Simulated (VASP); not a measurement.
A run of VASP 6.6.1:

File INCAR:

```
ALGO     = Normal         # electronic algorithm
EDIFF    = 1E-6           # SCF threshold, eV
ENCUT    = 520            # plane-wave cutoff, eV
GGA      = PS             # functional
ISIF     = 2              # what is computed and relaxed
ISMEAR   = 0              # smearing method
LASPH    = T              # aspherical terms in the spheres
LCHARG   = F              # write CHGCAR
LREAL    = F              # projectors in reciprocal space
LWAVE    = F              # write WAVECAR
NBANDS   = 26             # bands
NELM     = 100            # most SCF steps
PREC     = Accurate       # precision mode
SIGMA    = 0.02           # smearing width, eV
```

KPOINTS

```
k-points
0
Gamma
  6 6 10
```

File POSCAR:

```
BN
1.0
    4.3982250342      0.0000000000      0.0000000000
    0.0000000000      4.3982250342      0.0000000000
    0.0000000000      0.0000000000      2.5380337638
B N
4 4
Direct
    0.1741337327      0.8258662673      0.5000000000
    0.3258662673      0.3258662673      0.0000000000
    0.6741337327      0.6741337327      0.0000000000
    0.8258662673      0.1741337327      0.5000000000
    0.8123909516      0.8123909516      0.5000000000
    0.3123909516      0.6876090484      0.0000000000
    0.6876090484      0.3123909516      0.0000000000
    0.1876090484      0.1876090484      0.5000000000
```

Potentials or basis: VASP PAW PBE potentials, release 64 (B, N).

Run with:

```console
$ cat potpaw_PBE.64/B/POTCAR potpaw_PBE.64/N/POTCAR > POTCAR
$ mpirun -np 1 vasp_std > vasp.out
```

Hardware: 1 thread of Intel(R) Xeon(R) 6975P-C (Granite Rapids) (shared host).

Question: Estimate the wall time of this run.

Answer: Run time: 23 s on 1 thread of Intel(R) Xeon(R) 6975P-C (Granite Rapids), with other jobs on the host, peak memory 0.19 GiB. Counts: scf iterations 13, k points 60.
